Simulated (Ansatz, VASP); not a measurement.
## Two plane-wave programs on Na2Al2O

```
Na Al O
1.0
     3.52112    0.00000    0.00000
     0.00000    3.52112    0.00000
     0.00000    0.00000    8.81820
Na Al O
2 2 1
Direct
  0.00000 0.00000 0.63763
  0.00000 0.00000 0.36237
  0.00000 0.50000 0.00000
  0.50000 0.00000 0.00000
  0.50000 0.50000 0.50000
```

Alike in both runs: functional PBE; k mesh 4 × 4 × 4; occupations gaussian, width 0.1 eV; no spin polarisation.

Ansatz relaxed the structure, and its values are those at the end. VASP's run is a single point on that final structure, the one shown.

|  | VASP | Ansatz |
| --- | --- | --- |
| version | VASP 6.6.1 | Ansatz 0.2.0 |
| potentials or method | VASP PAW PBE potentials, release 64 (Na_pv, Al, O), cutoff 520 eV | scalar-relativistic, plane waves, PAW |
| valence electrons in the cell | 26 | 30 |

```csv
,VASP,Ansatz,Ansatz less VASP
gap on the k mesh at the Fermi level (eV),none,none,-
pressure (GPa),0.0,0.0,+0.01
```

A gap of «none» marks a metal or a gap that the smearing closes. VASP's potentials hold 26 valence electrons a cell and Ansatz's 30, so a difference there can come from the potentials and not from the codes.

The k mesh is coarse, so the values compare programs but aren't converged.
